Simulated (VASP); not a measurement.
# BaTiO3 (R3m) in VASP: notebook

Runs on BaTiO3. Level: PBE. Tasks: single point.

Everything below comes from runs of VASP 6.6.1. Logs are shortened: lines on timing, memory, paths and dates and some standing lists are left out, and cuts for length are marked.

**1. The cell of the first run**

It takes space group R3m (No. 160, trigonal). The conventional cell has a = 6.045 Å, b = 6.045 Å, c = 6.343 Å, α = 90.00°, β = 90.00°, γ = 120.00°. Within 3.5 Å of Ba (site symmetry 3m) lie 12 O at 2.67 to 3.03 Å and 2 Ti at 3.08 to 3.26 Å. Within 2.5 Å of Ti (site symmetry 3m) lie 6 O at 1.90 to 2.19 Å. O (site symmetry m) has 2 Ti at 1.90 to 2.19 Å within 2.5 Å.

**2. Single point, PBE**

Contents of INCAR:

```
SYSTEM = BaTiO3
PREC = Accurate ; ENCUT = 520
EDIFF = 1E-7 ; ISMEAR = 0
SIGMA = 0.05 ; LREAL = .False.
LASPH = .True. ; NELM = 100
ALGO = Normal ; ISIF = 2
LWAVE = .False. ; LCHARG = .False.
GGA = PE ; NBANDS = 28
```

Contents of KPOINTS:

```
Automatic mesh
0
Gamma
  6 6 6
  0 0 0
```

Contents of POSCAR:

```
BaTiO3
1.0
    3.0224497968      1.7450122038      2.1143486673
   -3.0224497968      1.7450122038      2.1143486673
    0.0000000000     -3.4900244076      2.1143486673
Ba Ti O
1 1 3
Direct
    0.0049545205      0.0049545205      0.0049545205
    0.5191875227      0.5191875227      0.5191875227
    0.4883938465      0.4883938465      0.9777702638
    0.4883938465      0.9777702638      0.4883938465
    0.9777702638      0.4883938465      0.4883938465
```

Potentials or basis: VASP PAW PBE potentials, release 64 (Ba_sv, Ti_sv, O).

Started as:

```bash
> cat potpaw_PBE.64/Ba_sv/POTCAR potpaw_PBE.64/Ti_sv/POTCAR potpaw_PBE.64/O/POTCAR > POTCAR
> mpirun -np 1 vasp_std > vasp.out
```

OUTCAR:

```text
SYSTEM = BaTiO3
   PREC = Accurate
   ENCUT = 520
   EDIFF = 1E-7
   ISMEAR = 0
   LREAL = .False.
   LASPH = .True.
   NELM = 100
   ISIF = 2
   GGA = PE

 ion  position               nearest neighbor table
   1  0.005  0.005  0.005-   4 2.67   5 2.67   3 2.67   5 2.82   4 2.82   3 2.82   3 3.03   3 3.03
                             5 3.03   4 3.03   5 3.03   4 3.03   2 3.08   2 3.26   2 3.62   2 3.62
   2  0.519  0.519  0.519-   4 1.90   5 1.90   3 1.90   4 2.19   5 2.19   3 2.19   1 3.08   1 3.26
                             1 3.62   1 3.62   1 3.62   1 3.67   1 3.67   1 3.67
   3  0.488  0.488  0.978-   2 1.90   2 2.19   1 2.67   1 2.82   1 3.03   1 3.03
   4  0.488  0.978  0.488-   2 1.90   2 2.19   1 2.67   1 2.82   1 3.03   1 3.03
   5  0.978  0.488  0.488-   2 1.90   2 2.19   1 2.67   1 2.82   1 3.03   1 3.03

  LATTYP: Found a trigonal (rhomboedric) cell.
 ALAT       =     4.0805319080
 COS(alpha) =    -0.0972728439

  Lattice vectors:

 A1 = (   3.0224497968,   1.7450122038,   2.1143486673)
 A2 = (  -3.0224497968,   1.7450122038,   2.1143486673)
 A3 = (   0.0000000000,  -3.4900244076,   2.1143486673)

Analysis of symmetry for initial positions (statically):
=====================================================================
 Subroutine PRICEL returns:
 Original cell was already a primitive cell.

 Routine SETGRP: Setting up the symmetry group for a
 trigonal (rhombohedral) supercell.

 Subroutine GETGRP returns: Found  6 space group operations
 (whereof  6 operations were pure point group operations)
 out of a pool of 12 trial point group operations.

The static configuration has the point symmetry C_3v.

Analysis of symmetry for dynamics (positions and initial velocities):
=====================================================================
 Subroutine PRICEL returns:
 Original cell was already a primitive cell.

 Routine SETGRP: Setting up the symmetry group for a
 trigonal (rhombohedral) supercell.

 Subroutine GETGRP returns: Found  6 space group operations
 (whereof  6 operations were pure point group operations)
 out of a pool of 12 trial point group operations.

The dynamic configuration has the point symmetry C_3v.

 Subroutine INISYM returns: Found  6 space group operations
 (whereof  6 operations are pure point group operations),
 and found     1 'primitive' translations

----------------------------------------------------------------------------------------

                                     Primitive cell

  volume of cell :      66.9091

  direct lattice vectors                    reciprocal lattice vectors
     3.022449797  1.745012204  2.114348667     0.165428720  0.095510316  0.157652964
    -3.022449797  1.745012204  2.114348667    -0.165428720  0.095510316  0.157652964
     0.000000000 -3.490024408  2.114348667     0.000000000 -0.191020632  0.157652964

  length of vectors
     4.080531908  4.080531908  4.080531908     0.247675874  0.247675874  0.247675874

  position of ions in fractional coordinates (direct lattice)
     0.004954521  0.004954521  0.004954521
     0.519187523  0.519187523  0.519187523
     0.488393847  0.488393847  0.977770264
     0.488393847  0.977770264  0.488393847
     0.977770264  0.488393847  0.488393847

  ion indices of the primitive-cell ions
   primitive index   ion index
                 1           1
                 2           2
                 3           3
                 4           4
                 5           5

----------------------------------------------------------------------------------------

 KPOINTS: Automatic mesh

Automatic generation of k-mesh.
 Grid dimensions read from file:
 generate k-points for:    6    6    6

 Generating k-lattice:

  Cartesian coordinates                     Fractional coordinates (reciprocal lattice)
     0.027571453  0.015918386  0.026275494     0.166666667  0.000000000  0.000000000
    -0.027571453  0.015918386  0.026275494     0.000000000  0.166666667  0.000000000
     0.000000000 -0.031836772  0.026275494     0.000000000  0.000000000  0.166666667

  Length of vectors
     0.041279312  0.041279312  0.041279312

  Shift w.r.t. Gamma in fractional coordinates (k-lattice)
     0.000000000  0.000000000  0.000000000

 Subroutine IBZKPT returns following result:
 ===========================================

 Found     32 irreducible k-points:

 Following reciprocal coordinates:
            Coordinates               Weight
  0.000000  0.000000  0.000000      1.000000
  0.166667  0.000000  0.000000      6.000000
  0.333333  0.000000  0.000000      6.000000
  0.500000  0.000000  0.000000      3.000000
  0.166667  0.166667  0.000000      6.000000
  0.333333  0.166667  0.000000     12.000000
[... 16 lines left out ...]
  0.500000  0.500000  0.166667      6.000000
 -0.333333  0.500000  0.166667     12.000000
 [... further k-points ...]
   k-points           NKPTS =     32   k-points in BZ     NKDIM =     32   number of bands    NBANDS=     28
[... 33 lines left out ...]
   EFERMI_NEDOS =   21; number of points for ismear=-14 and -15
   IALGO  =     38    algorithm
   IMIX   =      4    mixing-type and parameters
     AMIX     =   0.40;   BMIX     =  1.00
     AMIX_MAG =   1.60;   BMIX_MAG =  1.00
  volume/ion in A,a.u.               =      13.38        90.31
  Fermi-wavevector in a.u.,A,eV,Ry     =   1.379112  2.606145 25.877617  1.901951
  Thomas-Fermi vector in A             =   2.504112
   LORBIT       =      0    0 simple, 1 ext, 2 COOP (PROOUT), +10 PAW based schemes
   GGA     = PE    functional components
   LHFCALC =     F    Hartree Fock is set to
   AEXX    =    0.0000 exact exchange contribution
   IVDW    =     0    specifies the selected vdW correction
   LEPSILON=     F    determine dielectric tensor
   LRPA    =     F    only Hartree local field effects (RPA)
 non-spin polarized calculation
 Gauss-broadening in eV      SIGMA  =   0.05
  energy-cutoff  :      520.00
  volume of cell :       66.91
 maximum number of plane-waves:      1831
   NGX = 15   NGY = 15   NGZ = 15

 number of electron      40.0000011 magnetization

 Free energy of the ion-electron system (eV)
  ---------------------------------------------------
  ext. energy  EPLUGINS =         0.00000000
  ---------------------------------------------------
  free energy    TOTEN  =       -39.26863687 eV

  energy without entropy =      -39.26863687  energy(sigma->0) =      -39.26863687

 E-fermi :   3.9703     XC(G=0): -11.0073

 val. band max:        3.6912577625   @ k =   0.5000   0.5000   0.5000
 cond. band min:       5.6343615544   @ k =   0.0000   0.0000   0.0000
 fundamental gap:      1.9431037919
 Fermi energy:         3.9703495143

 k-point     1 :       0.0000    0.0000    0.0000
  band No.  band energies     occupation
      1     -53.0083      2.00000
      2     -29.3467      2.00000
      3     -29.1944      2.00000
      4     -29.1944      2.00000
      5     -21.4920      2.00000
      6     -13.2702      2.00000
[... 20 lines left out ...]
     27       8.6813      0.00000
     28      10.1385      0.00000

 k-point     2 :       0.1667    0.0000    0.0000
  band No.  band energies     occupation
      1     -53.0081      2.00000
      2     -29.3495      2.00000
      3     -29.2015      2.00000
      4     -29.1941      2.00000
      5     -21.4682      2.00000
      6     -13.2844      2.00000
[... 20 lines left out ...]
     27       9.1187      0.00000
     28      10.7070      0.00000

 k-point     3 :       0.3333    0.0000    0.0000
  band No.  band energies     occupation
      1     -53.0077      2.00000
      2     -29.3559      2.00000
      3     -29.2146      2.00000
      4     -29.1933      2.00000
      5     -21.4198      2.00000
      6     -13.3774      2.00000
[... 20 lines left out ...]
     27      10.1061      0.00000
     28      11.5664      0.00000

 k-point     4 :       0.5000    0.0000    0.0000
  band No.  band energies     occupation
      1     -53.0076      2.00000
      2     -29.3597      2.00000
      3     -29.2206      2.00000
      4     -29.1930      2.00000
      5     -21.3952      2.00000
      6     -13.4446      2.00000
[... 578 lines left out ...]
     27      10.8942      0.00000
     28      11.6432      0.00000

 k-point    23 :       0.5000    0.5000    0.1667
  band No.  band energies     occupation
      1     -53.0066      2.00000
      2     -29.3685      2.00000
      3     -29.2359      2.00000
      4     -29.2123      2.00000
      5     -21.3281      2.00000
      6     -12.7770      2.00000
[... 20 lines left out ...]
     27      11.4530      0.00000
     28      12.1532      0.00000

 k-point    24 :      -0.3333    0.5000    0.1667
  band No.  band energies     occupation
      1     -53.0068      2.00000
      2     -29.3664      2.00000
      3     -29.2310      2.00000
      4     -29.2108      2.00000
      5     -21.3418      2.00000
      6     -12.9935      2.00000
[... 20 lines left out ...]
     27      11.2590      0.00000
     28      11.9044      0.00000

 [... further k-points ...]
[... 5 lines left out ...]
  --------------------------------------------------------------------------------------
  -------------------------------------------------------------------------------------
  Total       -4.2264506     -4.2264506     10.4153750     -0.0000000     -0.0000000      0.0000000
  in kB     -101.2047653   -101.2047653    249.4020800     -0.0000000     -0.0000000      0.0000000
  external PRESSURE =      15.6641831 kB  Pullay stress =       0.0000000 kB

 VOLUME and BASIS-vectors are now :
 -----------------------------------------------------------------------------
  energy-cutoff  :      520.00
  volume of cell :       66.91
      direct lattice vectors                 reciprocal lattice vectors
     3.022449797  1.745012204  2.114348667     0.165428720  0.095510316  0.157652964
    -3.022449797  1.745012204  2.114348667    -0.165428720  0.095510316  0.157652964
     0.000000000 -3.490024408  2.114348667     0.000000000 -0.191020632  0.157652964

 POSITION                                       TOTAL-FORCE (eV/Angst)
 -----------------------------------------------------------------------------------
      0.00000      0.00000      0.03143         0.000000      0.000000     -0.020484
      0.00000      0.00000      3.29323         0.000000      0.000000     -0.270822
      0.00000     -1.70794      4.13262         0.000000      0.490803      0.097102
     -1.47912      0.85397      4.13262         0.425048     -0.245402      0.097102
      1.47912      0.85397      4.13262        -0.425048     -0.245402      0.097102
 -----------------------------------------------------------------------------------
    total drift:                               -0.000000     -0.000001     -0.000016

  FREE ENERGIE OF THE ION-ELECTRON SYSTEM (eV)
  ---------------------------------------------------
  free  energy   TOTEN  =       -39.2686368701 eV

  energy  without entropy=      -39.2686368701  energy(sigma->0) =      -39.26863687
```

Run time: 56 s. Hardware: 1 thread of Intel Xeon 6975P-C, shared host; peak memory 0.21 GiB.

Results:

- Free energy: -39.2686 eV
- Pressure: 1.6 GPa
- Largest force: 0.500 eV/Å
- Band gap on the k mesh: 1.94 eV, indirect (least direct gap 2.37 eV)

Forces on the atoms (eV/Å):
```
Ba   0.000  0.000 -0.020
Ti   0.000  0.000 -0.271
O    0.000  0.491  0.097
O    0.425 -0.245  0.097
O   -0.425 -0.245  0.097
```

Levels at points of the mesh, in eV from the valence-band top:
| k point | band 17 | band 18 | band 19 | band 20 | band 21 | band 22 | band 23 | band 24 |
| --- | --- | --- | --- | --- | --- | --- | --- | --- |
| (0.00, 0.00, 0.00) | -1.31 | -0.78 | -0.78 | -0.43 | 1.94 | 2.14 | 2.14 | 3.94 |
| (0.50, 0.00, 0.00) | -2.05 | -1.56 | -1.32 | -0.85 | 2.36 | 3.16 | 3.34 | 3.97 |
| (0.50, 0.50, 0.00) | -1.86 | -1.17 | -0.96 | -0.16 | 2.89 | 3.41 | 3.70 | 4.46 |
| (0.50, 0.50, 0.50) | -1.79 | -0.15 | -0.15 | 0.00 | 3.37 | 3.96 | 3.96 | 5.69 |

Caveat: spin-orbit coupling is left out, which moves the levels of the heavy elements.

**3. Single point, PBE**

Contents of INCAR:

```
PREC = Accurate ; ENCUT = 520
EDIFF = 1E-7 ; ISMEAR = 0
SIGMA = 0.05 ; LREAL = False
LASPH = True ; NELM = 80
ALGO = Normal ; ISIF = 2
LWAVE = False ; LCHARG = True
GGA = PE ; LELF = True
LVHAR = True ; NBANDS = 28
```

Contents of KPOINTS:

```
Automatic mesh
0
Gamma
  6 6 6
```

Edit POSCAR of step 2 so:

```diff
@@ -2,5 +2,5 @@
 1.0
-    3.0224497968      1.7450122038      2.1143486673
-   -3.0224497968      1.7450122038      2.1143486673
-    0.0000000000     -3.4900244076      2.1143486673
+    2.6942526735      1.5555275063      2.6608362787
+   -2.6942526735      1.5555275063      2.6608362787
+    0.0000000000     -3.1110550126      2.6608362787
 Ba Ti O
```

Potentials or basis: VASP PAW PBE potentials, release 64 (Ba_sv, Ti_sv, O).

Started as:

```bash
> cat potpaw_PBE.64/Ba_sv/POTCAR potpaw_PBE.64/Ti_sv/POTCAR potpaw_PBE.64/O/POTCAR > POTCAR
> mpirun -np 1 vasp_std > vasp.out
```

Wall time 55 s (1 thread of Intel Xeon 6975P-C, shared host); peak memory 0.21 GiB.

The run converged. Its results:

```yaml
Free_energy: -39.1176 eV
Pressure: 5.7 GPa
Largest_force: 0.839 eV/Å
Band_gap_on_the_k_mesh: 2.22 eV, indirect (least direct gap 2.50 eV)
```

Forces in eV/Å, atoms in the order of the input:
```
Ba   0.000  0.000  0.345
Ti   0.000  0.000  0.839
O    0.000 -0.369 -0.395
O   -0.319  0.184 -0.395
O    0.319  0.184 -0.395
```

Stress tensor (GPa, compression positive):
```
 17.72   0.00   0.00
  0.00  17.72   0.00
  0.00   0.00 -18.40
```

Levels at points of the mesh, in eV from the valence-band top:
| k point | band 16 | band 17 | band 18 | band 19 | band 20 | band 21 | band 22 | band 23 | band 24 | band 25 |
| --- | --- | --- | --- | --- | --- | --- | --- | --- | --- | --- |
| (0.00, 0.00, 0.00) | -1.68 | -1.53 | -0.76 | -0.28 | -0.28 | 2.22 | 2.22 | 2.77 | 4.36 | 4.36 |
| (0.50, 0.00, 0.00) | -2.18 | -1.71 | -1.56 | -1.49 | -0.64 | 2.49 | 3.58 | 3.65 | 4.29 | 5.51 |
| (0.50, 0.50, 0.00) | -2.68 | -1.66 | -1.19 | -0.78 | -0.13 | 3.50 | 3.64 | 3.89 | 4.63 | 7.16 |
| (0.50, 0.50, 0.50) | -2.16 | -2.16 | -0.25 | 0.00 | 0.00 | 4.07 | 4.07 | 4.09 | 5.84 | 5.84 |

Caveat: spin-orbit coupling is left out, which moves the levels of the heavy elements.

**4. Single point, PBE**

Contents of INCAR:

```
SYSTEM = BaTiO3
PREC     = Accurate       ! precision mode
ENCUT    = 520            ! plane-wave cutoff, eV
EDIFF    = 1E-7           ! SCF threshold, eV
ISMEAR   = 0              ! smearing method
SIGMA    = 0.05           ! smearing width, eV
LREAL    = .False.        ! projectors in reciprocal space
LASPH    = .True.         ! aspherical terms in the spheres
NELM     = 100            ! most SCF steps
ALGO     = Normal         ! electronic algorithm
ISIF     = 2              ! what is computed and relaxed
LWAVE    = .False.        ! write WAVECAR
LCHARG   = .False.        ! write CHGCAR
GGA      = PE             ! functional
NBANDS   = 28             ! bands
```

Contents of KPOINTS:

```
Automatic mesh
0
Gamma
  6 6 6
  0 0 0
```

Edit POSCAR of step 3 so:

```diff
@@ -2,5 +2,5 @@
 1.0
-    2.6942526735      1.5555275063      2.6608362787
-   -2.6942526735      1.5555275063      2.6608362787
-    0.0000000000     -3.1110550126      2.6608362787
+    2.9437626815      1.6995821766      2.2288929340
+   -2.9437626815      1.6995821766      2.2288929340
+    0.0000000000     -3.3991643532      2.2288929340
 Ba Ti O
```

Started as:

```bash
> cat potpaw_PBE.64/Ba_sv/POTCAR potpaw_PBE.64/Ti_sv/POTCAR potpaw_PBE.64/O/POTCAR > POTCAR
> mpirun -np 1 vasp_std > vasp.out
```

It took 59 s on 1 thread of Intel Xeon 6975P-C, shared host; peak memory 0.21 GiB.

Results (log left out):

```
Free energy            : -39.8509 eV
Pressure               : 1.2 GPa
Largest force          : 0.240 eV/Å
Band gap on the k mesh : 2.39 eV, indirect (least direct gap 2.89 eV)
```

Forces on the atoms (eV/Å):
```
Ba   0.000  0.000 -0.076
Ti   0.000  0.000 -0.234
O    0.000  0.217  0.104
O    0.188 -0.108  0.104
O   -0.188 -0.108  0.104
```

Stress tensor (GPa, compression positive):
```
-4.78  0.00  0.00
 0.00 -4.78  0.00
 0.00  0.00 13.01
```

Levels at points of the mesh, in eV from the valence-band top:
| k point | band 17 | band 18 | band 19 | band 20 | band 21 | band 22 | band 23 | band 24 |
| --- | --- | --- | --- | --- | --- | --- | --- | --- |
| (0.00, 0.00, 0.00) | -1.27 | -0.72 | -0.72 | -0.51 | 2.39 | 2.42 | 2.42 | 4.26 |
| (0.50, 0.00, 0.00) | -1.84 | -1.54 | -1.11 | -0.95 | 2.58 | 3.47 | 3.66 | 4.24 |
| (0.50, 0.50, 0.00) | -1.72 | -1.00 | -0.93 | -0.14 | 3.44 | 3.66 | 3.96 | 4.71 |
| (0.50, 0.50, 0.50) | -2.06 | -0.10 | -0.10 | 0.00 | 3.82 | 4.22 | 4.22 | 6.18 |

Caveat: spin-orbit coupling is left out, which moves the levels of the heavy elements.

**5. Single point, PBE**

Contents of INCAR:

```
SYSTEM = BaTiO3
PREC = Accurate ; ENCUT = 520
EDIFF = 1E-6 ; ISMEAR = 0
SIGMA = 0.05 ; LREAL = .FALSE.
LASPH = .TRUE. ; NELM = 60
ALGO = Normal ; ISIF = 2
LWAVE = .FALSE. ; LCHARG = .TRUE.
GGA = PE ; LELF = .TRUE.
LVHAR = .TRUE. ; NBANDS = 28
```

Contents of KPOINTS:

```
regular mesh
0
G
  6 6 6
  0 0 0
```

Edit POSCAR of step 4 so:

```diff
@@ -2,5 +2,5 @@
 1.0
-    2.9437626815      1.6995821766      2.2288929340
-   -2.9437626815      1.6995821766      2.2288929340
-    0.0000000000     -3.3991643532      2.2288929340
+    2.7735404840      1.6013043450      2.5108789703
+   -2.7735404840      1.6013043450      2.5108789703
+    0.0000000000     -3.2026086901      2.5108789703
 Ba Ti O
```

Started as:

```bash
> cat potpaw_PBE.64/Ba_sv/POTCAR potpaw_PBE.64/Ti_sv/POTCAR potpaw_PBE.64/O/POTCAR > POTCAR
> mpirun -np 1 vasp_std > vasp.out
```

Wall time 53 s (1 thread of Intel Xeon 6975P-C, shared host); peak memory 0.21 GiB.

Results (log left out):

| Quantity | Value |
| --- | --- |
| Free energy | -39.7925 eV |
| Pressure | 3.2 GPa |
| Largest force | 0.279 eV/Å |
| Band gap on the k mesh | 2.50 eV, indirect (least direct gap 2.87 eV) |

Forces in eV/Å, atoms in the order of the input:
```
Ba   0.000  0.000  0.106
Ti   0.000  0.000  0.273
O    0.000 -0.249 -0.126
O   -0.215  0.124 -0.126
O    0.215  0.124 -0.126
```

Stress tensor (GPa, compression positive):
```
 9.70  0.00  0.00
 0.00  9.70  0.00
 0.00  0.00 -9.77
```

Levels at points of the mesh, in eV from the valence-band top:
| k point | band 17 | band 18 | band 19 | band 20 | band 21 | band 22 | band 23 | band 24 |
| --- | --- | --- | --- | --- | --- | --- | --- | --- |
| (0.00, 0.00, 0.00) | -1.07 | -0.80 | -0.37 | -0.37 | 2.50 | 2.50 | 2.91 | 4.53 |
| (0.50, 0.00, 0.00) | -1.58 | -1.52 | -1.27 | -0.71 | 2.71 | 3.80 | 3.84 | 4.47 |
| (0.50, 0.50, 0.00) | -1.55 | -1.01 | -0.76 | -0.09 | 3.78 | 3.88 | 4.10 | 4.85 |
| (0.50, 0.50, 0.50) | -2.23 | -0.09 | 0.00 | 0.00 | 4.25 | 4.33 | 4.33 | 6.15 |

Caveat: spin-orbit coupling is left out, which moves the levels of the heavy elements.

**6. Summary**

```csv
cell,gap on the mesh (eV),pressure (GPa),largest force (eV/Å)
"a = 4.081 Å, angles 95.6°, 5 atoms",1.94,1.6,0.50
"a = 4.094 Å, angles 82.3°, 5 atoms",2.22,5.7,0.84
"a = 4.065 Å, angles 92.8°, 5 atoms",2.39,1.2,0.24
"a = 4.070 Å, angles 85.9°, 5 atoms",2.50,3.2,0.28
```

Alike in all rows: task single point; level PBE; potentials or basis VASP PAW PBE potentials, release 64 (Ba_sv, Ti_sv, O); no spin polarisation; k mesh 6 × 6 × 6; cutoff (eV) 520; smearing gaussian 0.05 eV.

Caveats: spin-orbit coupling is left out, which moves the levels of the heavy elements.

Total energies depend on the potentials used, so only differences within one code and one set of settings carry meaning.
